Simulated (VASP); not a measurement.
A run of VASP 6.6.1 is set up as follows.

Contents of INCAR:

```
PREC = Accurate
ENCUT = 520
EDIFF = 1E-7
ISMEAR = 0
SIGMA = 0.15
LREAL = False
LASPH = True
NELM = 80
ALGO = Normal
ISIF = 2
LWAVE = False
LCHARG = True
GGA = PS
LELF = True
LVHAR = True
NBANDS = 13
```

KPOINTS

```
Automatic mesh
0
Gamma
  20 20 18
```

POSCAR

```
Ge
1.0
    1.3622202750     -2.5355031000      0.0000000000
    1.3622202750      2.5355031000      0.0000000000
    0.0000000000      0.0000000000      2.7656867750
Ge
1
Direct
    0.5000000000      0.5000000000      0.0000000000
```

Potentials or basis: VASP PAW PBE potentials, release 64 (Ge_d).

Run with:

```console
$ cat potpaw_PBE.64/Ge_d/POTCAR > POTCAR
$ mpirun -np 1 vasp_std > vasp.out
```

**Question.** Estimate the pressure.

**Answer.** -2.3 GPa.

**Question.** What does it give for the band gap on the k mesh?

**Answer.** Zero (band 7 reaches 12.34 eV, above the bottom of band 8 at 3.49 eV).

Stress tensor (GPa, compression positive):
```
 1.60  0.00  0.00
 0.00 -0.85  0.00
 0.00  0.00 -7.50
```

Caveat: the cell differs from its parent crystal (strain -0.025 along x and y, +0.025 along z); the PAW data sets were made with another functional, which shifts forces and pressure a little.
